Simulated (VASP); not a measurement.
# Mg2CdS4 (I-4) in VASP: single point with PBE

Aim: the single point of Mg2CdS4 with PBE.

Everything below comes from runs of VASP 6.6.1. Logs are shortened: lines on timing, memory, paths and dates and some standing lists are left out, and cuts for length are marked.

### Step 1. The cell of the first run

It takes space group I-4 (No. 82, tetragonal). The conventional cell has a = 5.667 Å, b = 5.667 Å, c = 10.511 Å, α = 90.00°, β = 90.00°, γ = 90.00°. Within 3.2 Å of S (site symmetry 1) lie 2 Mg at 2.39 to 2.40 Å and 1 Cd at 2.46 Å. Within 3.2 Å of Cd (site symmetry -4) lie 4 S at 2.46 Å. Mg (site symmetry -4) has 4 S at 2.40 Å within 3.2 Å. Within 3.2 Å of Mg (site symmetry -4) lie 4 S at 2.39 Å.

### Step 2. Single point, PBE

INCAR

```
SYSTEM = Mg2CdS4
PREC = Accurate
ENCUT = 520
EDIFF = 1E-6
ISMEAR = -1
SIGMA = 0.1
LREAL = .FALSE.
LASPH = .TRUE.
NELM = 60
ALGO = Normal
ISIF = 2
LWAVE = .FALSE.
LCHARG = .FALSE.
GGA = PE
NBANDS = 29
```

KPOINTS

```
regular mesh
0
G
  7 7 7
  0 0 0
```

POSCAR

```
Mg2CdS4
1.0
    0.0000000000      5.6671110000      0.0000000000
    5.6671110000      0.0000000000      0.0000000000
    2.8335560000      2.8335560000     -5.2556250000
S Cd Mg
4 1 2
Direct
    0.3700000000      0.3800000000      0.7400000000
    0.6200000000      0.1100000000      0.2600000000
    0.8900000000      0.8800000000      0.7400000000
    0.1200000000      0.6300000000      0.2600000000
    0.5000000000      0.5000000000      0.0000000000
    0.7500000000      0.2500000000      0.5000000000
    0.0000000000      0.0000000000      0.0000000000
```

Potentials or basis: VASP PAW PBE potentials, release 64 (S, Cd, Mg).

On the command line:

```
cat potpaw_PBE.64/S/POTCAR potpaw_PBE.64/Cd/POTCAR potpaw_PBE.64/Mg/POTCAR > POTCAR
mpirun -np 1 vasp_std > vasp.out
```

OUTCAR:

```text
SYSTEM = Mg2CdS4
   PREC = Accurate
   ENCUT = 520
   EDIFF = 1E-6
   ISMEAR = -1
   LREAL = .FALSE.
   LASPH = .TRUE.
   NELM = 60
   ISIF = 2
   GGA = PE

 ion  position               nearest neighbor table
   1  0.370  0.380  0.740-   7 2.39   6 2.40   5 2.46
   2  0.620  0.110  0.260-   7 2.39   6 2.40   5 2.46
   3  0.890  0.880  0.740-   7 2.39   6 2.40   5 2.46
   4  0.120  0.630  0.260-   7 2.39   6 2.40   5 2.46
   5  0.500  0.500  0.000-   3 2.46   2 2.46   4 2.46   1 2.46
   6  0.750  0.250  0.500-   4 2.40   1 2.40   3 2.40   2 2.40
   7  0.000  0.000  0.000-   1 2.39   2 2.39   4 2.39   3 2.39

  LATTYP: Found a body centered tetragonal cell.
 ALAT       =     5.6671110000
 C/A-ratio  =     1.8547810339

  Lattice vectors:

 A1 = (  -2.8335560000,   2.8335550000,   5.2556250000)
 A2 = (   2.8335550000,  -2.8335560000,   5.2556250000)
 A3 = (   2.8335560000,   2.8335560000,  -5.2556250000)

Analysis of symmetry for initial positions (statically):
=====================================================================
 Subroutine PRICEL returns:
 Original cell was already a primitive cell.

 Routine SETGRP: Setting up the symmetry group for a
 body centered tetragonal supercell.

 Subroutine GETGRP returns: Found  4 space group operations
 (whereof  4 operations were pure point group operations)
 out of a pool of 16 trial point group operations.

The static configuration has the point symmetry S_4 .

Analysis of symmetry for dynamics (positions and initial velocities):
=====================================================================
 Subroutine PRICEL returns:
 Original cell was already a primitive cell.

 Routine SETGRP: Setting up the symmetry group for a
 body centered tetragonal supercell.

 Subroutine GETGRP returns: Found  4 space group operations
 (whereof  4 operations were pure point group operations)
 out of a pool of 16 trial point group operations.

The dynamic configuration has the point symmetry S_4 .

 Subroutine INISYM returns: Found  4 space group operations
 (whereof  4 operations are pure point group operations),
 and found     1 'primitive' translations

----------------------------------------------------------------------------------------

                                     Primitive cell

  volume of cell :     168.7904

  direct lattice vectors                    reciprocal lattice vectors
     0.000000000  5.667111000  0.000000000     0.000000000  0.176456752  0.095136180
     5.667111000  0.000000000  0.000000000     0.176456752  0.000000000  0.095136180
     2.833556000  2.833556000 -5.255625000     0.000000000  0.000000000 -0.190272327

  length of vectors
     5.667111000  5.667111000  6.609059945     0.200469145  0.200469145  0.190272327

  position of ions in fractional coordinates (direct lattice)
     0.370000000  0.380000000  0.740000000
     0.620000000  0.110000000  0.260000000
     0.890000000  0.880000000  0.740000000
     0.120000000  0.630000000  0.260000000
     0.500000000  0.500000000  0.000000000
     0.750000000  0.250000000  0.500000000
     0.000000000  0.000000000  0.000000000

  ion indices of the primitive-cell ions
   primitive index   ion index
                 1           1
                 2           2
                 3           3
                 4           4
                 5           5
                 6           6
                 7           7

----------------------------------------------------------------------------------------

 KPOINTS: regular mesh

Automatic generation of k-mesh.
 Grid dimensions read from file:
 generate k-points for:    7    7    7

 Generating k-lattice:

  Cartesian coordinates                     Fractional coordinates (reciprocal lattice)
     0.000000000  0.025208107  0.013590883     0.142857143  0.000000000  0.000000000
     0.025208107  0.000000000  0.013590883     0.000000000  0.142857143  0.000000000
     0.000000000  0.000000000 -0.027181761     0.000000000  0.000000000  0.142857143

  Length of vectors
     0.028638449  0.028638449  0.027181761

  Shift w.r.t. Gamma in fractional coordinates (k-lattice)
     0.000000000  0.000000000  0.000000000

 Subroutine IBZKPT returns following result:
 ===========================================

 Found     52 irreducible k-points:

 Following reciprocal coordinates:
            Coordinates               Weight
  0.000000  0.000000  0.000000      1.000000
  0.142857  0.000000  0.000000      8.000000
  0.285714  0.000000  0.000000      8.000000
  0.428571  0.000000 -0.000000      8.000000
  0.142857  0.142857  0.000000      8.000000
  0.285714  0.142857 -0.000000      8.000000
[... 16 lines left out ...]
  0.000000  0.000000  0.142857      2.000000
  0.285714  0.000000  0.142857      4.000000
 [... further k-points ...]
   k-points           NKPTS =     52   k-points in BZ     NKDIM =     52   number of bands    NBANDS=     29
   number of dos      NEDOS =    301   number of ions     NIONS =      7
   total plane-waves  NPLWV =  88200
   dimension x,y,z NGX =    42 NGY =   42 NGZ =   50
   dimension x,y,z NGXF=    84 NGYF=   84 NGZF=  100
   ions per type =               4   1   2
   NGX,Y,Z   is equivalent  to a cutoff of  12.32, 12.32, 12.58 a.u.
   NGXF,Y,Z  is equivalent  to a cutoff of  24.64, 24.64, 25.15 a.u.
 SYSTEM =  Mg2CdS4
   PREC   = accura    normal or accurate (medium, high low for compatibility)
   ISTART =      0    job   : 0-new  1-cont  2-samecut
   ICHARG =      2    charge: 1-file 2-atom 10-const
   ISPIN  =      1    spin polarized calculation?
   LNONCOLLINEAR =      F non collinear calculations
   LSORBIT =      F    spin-orbit coupling
   LASPH  =      T    aspherical Exc in radial PAW
   ENCUT  =  520.0 eV  38.22 Ry    6.18 a.u.  10.54 10.54 12.29*2*pi/ulx,y,z
   NELM   =     60;   NELMIN=  2; NELMDL= -5     # of ELM steps
   EDIFF  = 0.1E-05   stopping-criterion for ELM
   LREAL  =      F    real-space projection
[... 7 lines left out ...]
   TEBEG  =    0.0;   TEEND  =   0.0 temperature during run
   PSTRESS=    0.0 pullay stress
   NELECT =      40.0000    total number of electrons
   NUPDOWN=      -1.0000    fix difference up-down
   EMIN   =  10.00;   EMAX   =-10.00  energy-range for DOS
   EFERMI =   0.00;   METHOD = LEGACY
   ISMEAR =    -1;   SIGMA  =   0.10  broadening in eV -4-tet -1-fermi 0-gaus
   EFERMI_NEDOS =   21; number of points for ismear=-14 and -15
   IALGO  =     38    algorithm
   IMIX   =      4    mixing-type and parameters
     AMIX     =   0.40;   BMIX     =  1.00
     AMIX_MAG =   1.60;   BMIX_MAG =  1.00
  volume/ion in A,a.u.               =      24.11       162.72
  Fermi-wavevector in a.u.,A,eV,Ry     =   1.013084  1.914452 13.964199  1.026340
  Thomas-Fermi vector in A             =   2.146232
   LORBIT       =      0    0 simple, 1 ext, 2 COOP (PROOUT), +10 PAW based schemes
   GGA     = PE    functional components
   LHFCALC =     F    Hartree Fock is set to
   AEXX    =    0.0000 exact exchange contribution
   IVDW    =     0    specifies the selected vdW correction
   LEPSILON=     F    determine dielectric tensor
   LRPA    =     F    only Hartree local field effects (RPA)
 non-spin polarized calculation
  energy-cutoff  :      520.00
  volume of cell :      168.79
 maximum number of plane-waves:      4595
 NGX is ok and might be reduce to    42
   NGX = 21   NGY = 21   NGZ = 25

 number of electron      39.9999996 magnetization

 Free energy of the ion-electron system (eV)
  ---------------------------------------------------
  ext. energy  EPLUGINS =         0.00000000
  ---------------------------------------------------
  free energy    TOTEN  =       -24.09044414 eV

  energy without entropy =      -23.84499496  energy(sigma->0) =      -23.96771955

 E-fermi :   0.8946     XC(G=0):  -8.5838

 val. band max:        0.8925753420   @ k =  -0.2857   0.1429  -0.0000
 cond. band min:       0.8968556233   @ k =   0.2857   0.0000   0.1429
 fundamental gap:      0.0042802813
 Fermi energy:         0.8945770759

 k-point     1 :       0.0000    0.0000    0.0000
  band No.  band energies     occupation
      1     -10.9028      2.00000
      2     -10.0606      2.00000
      3     -10.0606      2.00000
      4      -9.9760      2.00000
      5      -6.2071      2.00000
      6      -6.1914      2.00000
[... 21 lines left out ...]
     28       9.1977      0.00000
     29       9.1980      0.00000

 k-point     2 :       0.1429    0.0000    0.0000
  band No.  band energies     occupation
      1     -10.8553      2.00000
      2     -10.0852      2.00000
      3     -10.0738      2.00000
      4      -9.9917      2.00000
      5      -6.2091      2.00000
      6      -6.1925      2.00000
[... 21 lines left out ...]
     28       8.9945      0.00000
     29       9.2482      0.00000

 k-point     3 :       0.2857    0.0000    0.0000
  band No.  band energies     occupation
      1     -10.7232      2.00000
      2     -10.1740      2.00000
      3     -10.0938      2.00000
      4     -10.0286      2.00000
      5      -6.2308      2.00000
      6      -6.1940      2.00000
[... 21 lines left out ...]
     28       8.6276      0.00000
     29       8.9979      0.00000

 k-point     4 :       0.4286    0.0000   -0.0000
  band No.  band energies     occupation
      1     -10.5407      2.00000
      2     -10.3264      2.00000
      3     -10.1000      2.00000
      4     -10.0642      2.00000
      5      -6.2717      2.00000
      6      -6.1975      2.00000
[... 597 lines left out ...]
     28       8.5019      0.00000
     29       8.9225      0.00000

 k-point    23 :       0.0000    0.0000    0.1429
  band No.  band energies     occupation
      1     -10.8597      2.00000
      2     -10.0616      2.00000
      3     -10.0616      2.00000
      4     -10.0241      2.00000
      5      -6.2248      2.00000
      6      -6.1986      2.00000
[... 21 lines left out ...]
     28       9.0247      0.00000
     29       9.2364      0.00000

 k-point    24 :       0.2857    0.0000    0.1429
  band No.  band energies     occupation
      1     -10.7602      2.00000
      2     -10.1369      2.00000
      3     -10.1253      2.00000
      4      -9.9926      2.00000
      5      -6.2151      2.00000
      6      -6.1900      2.00000
[... 21 lines left out ...]
     28       8.5340      0.00000
     29       9.2342      0.00000

 [... further k-points ...]

------------------------ aborting loop because EDIFF is reached ----------------------------------------

  FORCE on cell =-STRESS in cart. coord.  units (eV):
  Direction    XX          YY          ZZ          XY          YZ          ZX
  --------------------------------------------------------------------------------------
  -------------------------------------------------------------------------------------
  Total        3.9417681      3.9417681      3.8516093     -0.0000002     -0.0000004     -0.0000004
  in kB       37.4156973     37.4156973     36.5599005     -0.0000022     -0.0000035     -0.0000035
  external PRESSURE =      37.1304317 kB  Pullay stress =       0.0000000 kB

 VOLUME and BASIS-vectors are now :
 -----------------------------------------------------------------------------
  energy-cutoff  :      520.00
  volume of cell :      168.79
      direct lattice vectors                 reciprocal lattice vectors
     0.000000000  5.667111000  0.000000000     0.000000000  0.176456752  0.095136180
     5.667111000  0.000000000  0.000000000     0.176456752  0.000000000  0.095136180
     2.833556000  2.833556000 -5.255625000     0.000000000  0.000000000 -0.190272327

 POSITION                                       TOTAL-FORCE (eV/Angst)
 -----------------------------------------------------------------------------------
      4.25033      4.19366     -3.88916         0.177518     -0.249086      0.336013
      1.36011      4.25033     -1.36646        -0.249086     -0.177518     -0.336013
      7.08389      7.14056     -3.88916        -0.177518      0.249086      0.336013
      4.30700      1.41678     -1.36646         0.249086      0.177518     -0.336013
      2.83356      2.83356      0.00000        -0.000000      0.000000      0.000000
      2.83356      5.66711     -2.62781        -0.000000     -0.000000      0.000000
      0.00000      0.00000      0.00000        -0.000000     -0.000000      0.000000
 -----------------------------------------------------------------------------------
    total drift:                               -0.000005     -0.000004      0.000004

  FREE ENERGIE OF THE ION-ELECTRON SYSTEM (eV)
  ---------------------------------------------------
  free  energy   TOTEN  =       -24.0904441378 eV

  energy  without entropy=      -23.8449949641  energy(sigma->0) =      -23.96771955
```

Wall time 7.2 min (1 thread of Intel Xeon 8259CL, shared host); peak memory 0.44 GiB.

Results:

- Free energy: -24.0904 eV
- Pressure: 3.7 GPa
- Largest force: 0.454 eV/Å
- Band gap on the k mesh: zero (bands 20 and 21 overlap by 0.49 eV)

Forces on the atoms (eV/Å):
```
S    0.178 -0.249  0.336
S   -0.249 -0.178 -0.336
S   -0.178  0.249  0.336
S    0.249  0.178 -0.336
Cd   0.000  0.000  0.000
Mg   0.000  0.000  0.000
Mg   0.000  0.000  0.000
```

Stress tensor (GPa, compression positive):
```
3.74 0.00 0.00
0.00 3.74 0.00
0.00 0.00 3.66
```

Caveat: the cell stands under pressure; semilocal functionals underestimate gaps, so a narrow gap can read as zero.
